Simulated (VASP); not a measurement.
NiGe3O4: single point with PBE

The system is NiGe3O4.

```xyz
8
Lattice="-3.0460 3.0460 4.8430 3.0460 -3.0460 4.8430 3.0460 3.0460 -4.8430" Properties=species:S:1:pos:R:3 pbc="T T T"
Ni    3.0460    0.0000    2.4215
Ge    3.0460    0.0000    0.2163
Ge    3.0460    0.0000    4.6267
Ge    0.0000    3.0460    2.4215
O     1.2658    3.0460    1.1326
O     1.7802    0.0000    5.9756
O     0.0000    1.7802    3.7104
O     3.0460    1.2658   -1.1326
```

The cell was generated, and may not be a known phase.

```json
{
 "Program": "VASP 6.6.1",
 "Task": "single point",
 "Functional": "PBE",
 "Potentials or basis": "VASP PAW PBE potentials, release 64 (Ni, Ge_d, O)",
 "Cutoff": "520 eV",
 "k mesh": "8 × 8 × 8",
 "Occupations": "gaussian, width 0.02 eV",
 "Spin": "no spin polarisation",
 "Dipole correction": "no",
 "Further INCAR settings": "ALGO = Normal; EDIFF = 1e-06; NBANDS = 48"
}
```

| Property | Result |
| --- | --- |
| Pressure | 0.2 GPa |
| Largest force | 0.039 eV/Å |
| Band gap on the k mesh | 0.58 eV (least direct gap 0.59 eV) |

Forces on the atoms (eV/Å):
```
Ni   0.000  0.000  0.000
Ge   0.000  0.000  0.036
Ge   0.000  0.000 -0.036
Ge   0.000  0.000  0.000
O    0.038  0.000  0.008
O   -0.038  0.000  0.008
O    0.000 -0.038 -0.008
O    0.000  0.038 -0.008
```

Stress tensor (GPa, compression positive):
```
0.07 0.00 0.00
0.00 0.07 0.00
0.00 0.00 0.37
```

Levels at points of the mesh, in eV from the valence-band top:
| k point | band 35 | band 36 | band 37 | band 38 | band 39 | band 40 | band 41 | band 42 |
| --- | --- | --- | --- | --- | --- | --- | --- | --- |
| (0.00, 0.00, 0.00) | -1.15 | -0.90 | -0.03 | 0.00 | 1.06 | 1.06 | 2.10 | 3.34 |
| (0.50, 0.00, 0.00) | -1.08 | -0.59 | -0.02 | -0.02 | 0.59 | 1.19 | 2.41 | 2.96 |
| (0.50, 0.50, 0.00) | -1.14 | -0.56 | -0.04 | -0.01 | 0.72 | 1.44 | 2.04 | 2.48 |
| (0.50, 0.50, 0.50) | -1.15 | -0.56 | -0.04 | -0.01 | 1.31 | 1.31 | 1.50 | 3.41 |

Wall time 12 min on 1 thread of Intel Xeon 8259CL (shared host), peak memory 0.6 GiB.

Caveat: the run has no spin polarisation, though such a crystal can be magnetic. Spin polarisation is off, so any magnetic state and its effect on volume and gap are missing.
